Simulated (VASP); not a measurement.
# WC (P-6m2) in VASP: notebook

The runs below take WC through single point, with PBEsol.

Everything below comes from runs of VASP 6.6.1. Logs are shortened: lines on timing, memory, paths and dates and some standing lists are left out, and cuts for length are marked.

### Step 1. The cell of the first run

The structure is hexagonal, space group P-6m2 (No. 187). Conventional cell: a = 2.900 Å, b = 2.900 Å, c = 2.827 Å, α = 90.00°, β = 90.00°, γ = 120.00°. W (site symmetry -6m2) has 6 C at 2.19 Å and 8 W at 2.83 to 2.90 Å within 2.9 Å. C (site symmetry -6m2) has 6 W at 2.19 Å and 8 C at 2.83 to 2.90 Å within 2.9 Å.

### Step 2. Single point, PBEsol

INCAR

```
SYSTEM = WC
ALGO = Normal ; EDIFF = 1E-6
ENCUT = 910 ; GGA = PS
GGA_COMPAT = .False. ; ISIF = 2
ISMEAR = -1 ; LASPH = .True.
LCHARG = .False. ; LREAL = .False.
LWAVE = .False. ; NBANDS = 16
NELM = 120 ; PREC = Accurate
SIGMA = 0.15
```

KPOINTS

```
k-points
0
Gamma
  18 18 14
  0 0 0
```

POSCAR

```
WC
1.0
    2.8996058129      0.0000000000      0.0000000000
   -1.4498029064      2.5111322949      0.0000000000
    0.0000000000      0.0000000000      2.8268146561
W C
1 1
Direct
    0.0000000000      0.0000000000      0.0000000000
    0.6666666667      0.3333333333      0.5000000000
```

Potentials or basis: VASP PAW PBE potentials, release 64 (W_sv, C_h).

Started as:

```
> cat potpaw_PBE.64/W_sv/POTCAR potpaw_PBE.64/C_h/POTCAR > POTCAR
> mpirun -np 1 vasp_std > vasp.out
```

OUTCAR:

```text
SYSTEM = WC
   EDIFF = 1E-6
   ENCUT = 910
   GGA = PS
   ISIF = 2
   ISMEAR = -1
   LASPH = .True.
   LREAL = .False.
   NELM = 120
   PREC = Accurate

 ion  position               nearest neighbor table
   1  0.000  0.000  0.000-   2 2.19   2 2.19   2 2.19   2 2.19   2 2.19   2 2.19
   2  0.667  0.333  0.500-   1 2.19   1 2.19   1 2.19   1 2.19   1 2.19   1 2.19

  LATTYP: Found a hexagonal cell.
 ALAT       =     2.8996058129
 C/A-ratio  =     0.9748961888

  Lattice vectors:

 A1 = (   2.8996058129,   0.0000000000,   0.0000000000)
 A2 = (  -1.4498029064,   2.5111322949,   0.0000000000)
 A3 = (   0.0000000000,   0.0000000000,   2.8268146561)

Analysis of symmetry for initial positions (statically):
=====================================================================
 Subroutine PRICEL returns:
 Original cell was already a primitive cell.

 Routine SETGRP: Setting up the symmetry group for a
 hexagonal supercell.

 Subroutine GETGRP returns: Found 12 space group operations
 (whereof 12 operations were pure point group operations)
 out of a pool of 24 trial point group operations.

The static configuration has the point symmetry D_3h.

Analysis of symmetry for dynamics (positions and initial velocities):
=====================================================================
 Subroutine PRICEL returns:
 Original cell was already a primitive cell.

 Routine SETGRP: Setting up the symmetry group for a
 hexagonal supercell.

 Subroutine GETGRP returns: Found 12 space group operations
 (whereof 12 operations were pure point group operations)
 out of a pool of 24 trial point group operations.

The dynamic configuration has the point symmetry D_3h.

 Subroutine INISYM returns: Found 12 space group operations
 (whereof 12 operations are pure point group operations),
 and found     1 'primitive' translations

----------------------------------------------------------------------------------------

                                     Primitive cell

  volume of cell :      20.5829

  direct lattice vectors                    reciprocal lattice vectors
     2.899605813  0.000000000  0.000000000     0.344874464  0.199113365  0.000000000
    -1.449802906  2.511132295  0.000000000     0.000000000  0.398226729  0.000000000
     0.000000000  0.000000000  2.826814656     0.000000000  0.000000000  0.353755064

  length of vectors
     2.899605813  2.899605813  2.826814656     0.398226729  0.398226729  0.353755064

  position of ions in fractional coordinates (direct lattice)
     0.000000000  0.000000000  0.000000000
     0.666666667  0.333333333  0.500000000

  ion indices of the primitive-cell ions
   primitive index   ion index
                 1           1
                 2           2

----------------------------------------------------------------------------------------

 KPOINTS: k-points

Automatic generation of k-mesh.
 Grid dimensions read from file:
 generate k-points for:   18   18   14

 Generating k-lattice:

  Cartesian coordinates                     Fractional coordinates (reciprocal lattice)
     0.019159692  0.011061854  0.000000000     0.055555556 -0.000000000  0.000000000
     0.000000000  0.022123707  0.000000000     0.000000000  0.055555556  0.000000000
     0.000000000  0.000000000  0.025268219     0.000000000  0.000000000  0.071428571

  Length of vectors
     0.022123707  0.022123707  0.025268219

  Shift w.r.t. Gamma in fractional coordinates (k-lattice)
     0.000000000  0.000000000  0.000000000

 Subroutine IBZKPT returns following result:
 ===========================================

 Found    296 irreducible k-points:

 Following reciprocal coordinates:
            Coordinates               Weight
  0.000000  0.000000  0.000000      1.000000
  0.055556 -0.000000  0.000000      6.000000
  0.111111 -0.000000  0.000000      6.000000
  0.166667 -0.000000  0.000000      6.000000
  0.222222 -0.000000  0.000000      6.000000
  0.277778 -0.000000  0.000000      6.000000
[... 16 lines left out ...]
  0.333333  0.111111  0.000000     12.000000
  0.388889  0.111111  0.000000     12.000000
 [... further k-points ...]
   k-points           NKPTS =    296   k-points in BZ     NKDIM =    296   number of bands    NBANDS=     16
   number of dos      NEDOS =    301   number of ions     NIONS =      2
   total plane-waves  NPLWV =  25200
   dimension x,y,z NGX =    30 NGY =   30 NGZ =   28
   dimension x,y,z NGXF=    60 NGYF=   60 NGZF=   56
   ions per type =               1   1
   NGX,Y,Z   is equivalent  to a cutoff of  17.20, 17.20, 16.47 a.u.
   NGXF,Y,Z  is equivalent  to a cutoff of  34.40, 34.40, 32.93 a.u.
 SYSTEM =  WC
   PREC   = accura    normal or accurate (medium, high low for compatibility)
   ISTART =      0    job   : 0-new  1-cont  2-samecut
   ICHARG =      2    charge: 1-file 2-atom 10-const
   ISPIN  =      1    spin polarized calculation?
   LNONCOLLINEAR =      F non collinear calculations
   LSORBIT =      F    spin-orbit coupling
   LASPH  =      T    aspherical Exc in radial PAW
   ENCUT  =  910.0 eV  66.88 Ry    8.18 a.u.   7.13  7.13  6.95*2*pi/ulx,y,z
   NELM   =    120;   NELMIN=  2; NELMDL= -5     # of ELM steps
   EDIFF  = 0.1E-05   stopping-criterion for ELM
   LREAL  =      F    real-space projection
   EDIFFG = 0.1E-04   stopping-criterion for IOM
   NSW    =      0    number of steps for IOM
   IBRION =     -1    ionic relax: 0-MD 1-quasi-New 2-CG
   NFREE  =      0    steps in history (QN), initial steepest desc. (CG)
   ISIF   =      2    stress and relaxation
   ISYM   =      2    0-nonsym 1-usesym 2-fastsym
   POTIM  = 0.5000    time-step for ionic-motion
   TEBEG  =    0.0;   TEEND  =   0.0 temperature during run
   PSTRESS=    0.0 pullay stress
   NELECT =      18.0000    total number of electrons
   NUPDOWN=      -1.0000    fix difference up-down
   EMIN   =  10.00;   EMAX   =-10.00  energy-range for DOS
   EFERMI =   0.00;   METHOD = LEGACY
   ISMEAR =    -1;   SIGMA  =   0.15  broadening in eV -4-tet -1-fermi 0-gaus
   EFERMI_NEDOS =   21; number of points for ismear=-14 and -15
   IALGO  =     38    algorithm
   IMIX   =      4    mixing-type and parameters
     AMIX     =   0.40;   BMIX     =  1.00
     AMIX_MAG =   1.60;   BMIX_MAG =  1.00
  volume/ion in A,a.u.               =      10.29        69.45
  Fermi-wavevector in a.u.,A,eV,Ry     =   1.565538  2.958438 33.346658  2.450910
  Thomas-Fermi vector in A             =   2.668000
   LORBIT       =      0    0 simple, 1 ext, 2 COOP (PROOUT), +10 PAW based schemes
   GGA     = PS    functional components
   LHFCALC =     F    Hartree Fock is set to
   AEXX    =    0.0000 exact exchange contribution
   IVDW    =     0    specifies the selected vdW correction
   LEPSILON=     F    determine dielectric tensor
   LRPA    =     F    only Hartree local field effects (RPA)
 non-spin polarized calculation
  energy-cutoff  :      910.00
  volume of cell :       20.58
 maximum number of plane-waves:      1311
 NGX is ok and might be reduce to    30
   NGX = 15   NGY = 15   NGZ = 13

 number of electron      18.0000001 magnetization

 Free energy of the ion-electron system (eV)
  ---------------------------------------------------
  ext. energy  EPLUGINS =         0.00000000
  ---------------------------------------------------
  free energy    TOTEN  =       -23.91763125 eV

  energy without entropy =      -23.89420533  energy(sigma->0) =      -23.90591829

 E-fermi :  11.4236     XC(G=0): -14.0120

 val. band max:       11.4221082205   @ k =   0.4444   0.0556   0.4286
 cond. band min:      11.4869527321   @ k =   0.0000   0.0000   0.0714
 fundamental gap:      0.0648445116
 Fermi energy:        11.4235651945

 k-point     1 :       0.0000    0.0000    0.0000
  band No.  band energies     occupation
      1     -62.5283      2.00000
      2     -26.5151      2.00000
      3     -26.4098      2.00000
      4     -26.4098      2.00000
      5      -3.1091      2.00000
      6       7.0090      2.00000
[... 8 lines left out ...]
     15      25.7738      0.00000
     16      28.1508      0.00000

 k-point     2 :       0.0556   -0.0000    0.0000
  band No.  band energies     occupation
      1     -62.5265      2.00000
      2     -26.5116      2.00000
      3     -26.4367      2.00000
      4     -26.4159      2.00000
      5      -3.0260      2.00000
      6       7.0397      2.00000
[... 8 lines left out ...]
     15      25.5773      0.00000
     16      28.3253      0.00000

 k-point     3 :       0.1111   -0.0000    0.0000
  band No.  band energies     occupation
      1     -62.5212      2.00000
      2     -26.5136      2.00000
      3     -26.5017      2.00000
      4     -26.4333      2.00000
      5      -2.7835      2.00000
      6       7.0141      2.00000
[... 8 lines left out ...]
     15      25.2522      0.00000
     16      28.8280      0.00000

 k-point     4 :       0.1667   -0.0000    0.0000
  band No.  band energies     occupation
      1     -62.5132      2.00000
      2     -26.6297      2.00000
      3     -26.4864      2.00000
      4     -26.4599      2.00000
      5      -2.4006      2.00000
      6       6.6445      2.00000
[... 8 lines left out ...]
     15      25.0773      0.00000
     16      29.6031      0.00000
[... 324 lines left out ...]
 k-point    22 :       0.2778    0.1111    0.0000
  band No.  band energies     occupation
      1     -62.4802      2.00000
      2     -27.0460      2.00000
      3     -26.6091      2.00000
      4     -26.4236      2.00000
      5      -0.5790      2.00000
      6       5.0303      2.00000
[... 8 lines left out ...]
     15      26.5606      0.00000
     16      28.0341      0.00000

 k-point    23 :       0.3333    0.1111    0.0000
  band No.  band energies     occupation
      1     -62.4726      2.00000
      2     -27.1389      2.00000
      3     -26.6423      2.00000
      4     -26.4090      2.00000
      5      -0.0571      2.00000
      6       4.6889      2.00000
[... 8 lines left out ...]
     15      26.1062      0.00000
     16      28.2599      0.00000

 k-point    24 :       0.3889    0.1111    0.0000
  band No.  band energies     occupation
      1     -62.4676      2.00000
      2     -27.1989      2.00000
      3     -26.6639      2.00000
      4     -26.3995      2.00000
      5       0.3242      2.00000
      6       4.4618      2.00000
[... 8 lines left out ...]
     15      25.2510      0.00000
     16      28.9679      0.00000

 [... further k-points ...]

------------------------ aborting loop because EDIFF is reached ----------------------------------------

  FORCE on cell =-STRESS in cart. coord.  units (eV):
  Direction    XX          YY          ZZ          XY          YZ          ZX
  --------------------------------------------------------------------------------------
  -------------------------------------------------------------------------------------
  Total        0.1223373      0.1223373      0.1546710      0.0000000      0.0000000      0.0000000
  in kB        9.5227778      9.5227778     12.0396401      0.0000000      0.0000000      0.0000000
  external PRESSURE =      10.3617319 kB  Pullay stress =       0.0000000 kB

 VOLUME and BASIS-vectors are now :
 -----------------------------------------------------------------------------
  energy-cutoff  :      910.00
  volume of cell :       20.58
      direct lattice vectors                 reciprocal lattice vectors
     2.899605813  0.000000000  0.000000000     0.344874464  0.199113365  0.000000000
    -1.449802906  2.511132295  0.000000000     0.000000000  0.398226729  0.000000000
     0.000000000  0.000000000  2.826814656     0.000000000  0.000000000  0.353755064

 POSITION                                       TOTAL-FORCE (eV/Angst)
 -----------------------------------------------------------------------------------
      0.00000      0.00000      0.00000        -0.000000      0.000000      0.000000
      1.44980      0.83704      1.41341         0.000000      0.000000      0.000000
 -----------------------------------------------------------------------------------
    total drift:                               -0.000000      0.000000      0.000000

  FREE ENERGIE OF THE ION-ELECTRON SYSTEM (eV)
  ---------------------------------------------------
  free  energy   TOTEN  =       -23.9176312543 eV

  energy  without entropy=      -23.8942053295  energy(sigma->0) =      -23.90591829
```

Run time: 94 s. Hardware: 1 thread of AMD EPYC 9R45 (Zen 5), shared host; peak memory 0.32 GiB.

What came out:

```yaml
Free_energy: -23.9176 eV
Pressure: 1.0 GPa
Band_gap_on_the_k_mesh: zero (bands 9 and 10 overlap by 1.23 eV)
```

Caveat: the cutoff is under 1.25 times the usual one of these potentials, so pressure, stress and relaxed cells hold a basis-set (Pulay) error; the PAW data sets were made with another functional, which shifts forces and pressure a little; spin-orbit coupling is left out, which moves the levels of the heavy elements.

### Step 3. Single point, PBEsol

INCAR

```
SYSTEM = WC
ALGO = Normal ; EDIFF = 1E-6
ENCUT = 910 ; GGA = PS
GGA_COMPAT = .False. ; ISIF = 2
ISMEAR = 0 ; LASPH = .True.
LCHARG = .True. ; LELF = .True.
LREAL = .False. ; LVHAR = .True.
LWAVE = .False. ; NBANDS = 16
NELM = 120 ; PREC = Accurate
SIGMA = 0.1
```

KPOINTS is that of step 2.

POSCAR

```
WC
1.0
    2.8985811345      0.0000000000      0.0000000000
   -1.4492905672      2.5102448974      0.0000000000
    0.0000000000      0.0000000000      2.8280347686
W C
1 1
Direct
    0.0000000000      0.0000000000      0.0000000000
    0.6666666667      0.3333333333      0.5000000000
```

Potentials or basis: VASP PAW PBE potentials, release 64 (W_sv, C_h).

Started as:

```
> cat potpaw_PBE.64/W_sv/POTCAR potpaw_PBE.64/C_h/POTCAR > POTCAR
> mpirun -np 1 vasp_std > vasp.out
```

Wall time 1.8 min (1 thread of AMD EPYC 7R13 (Zen 3), shared host); peak memory 0.32 GiB.

Results (log left out):

```yaml
Free_energy: -23.9073 eV
Pressure: 1.0 GPa
Band_gap_on_the_k_mesh: zero (bands 9 and 10 overlap by 1.24 eV)
```

Stress tensor (GPa, compression positive):
```
0.94 0.00 0.00
0.00 0.94 0.00
0.00 0.00 1.19
```

Levels at points of the mesh, in eV from the Fermi level:
```
           k point  band 6  band 7  band 8  band 9  band 10  band 11  band 12  band 13
(0.00, 0.00, 0.00)   -4.38   -3.37   -3.37    0.12     3.27     3.27     5.71     5.71
(0.50, 0.00, 0.00)   -7.08   -3.65   -3.63   -0.44     2.36     4.59     4.96     6.93
(0.00, 0.00, 0.50)   -8.73   -2.03   -2.03   -0.60    -0.60     3.74     4.55     4.55
(0.50, 0.00, 0.50)   -6.52   -4.36   -4.19    0.31     4.50     5.39     6.74     9.31
```

Caveat: the cutoff is under 1.25 times the usual one of these potentials, so pressure, stress and relaxed cells hold a basis-set (Pulay) error; the PAW data sets were made with another functional, which shifts forces and pressure a little; spin-orbit coupling is left out, which moves the levels of the heavy elements.
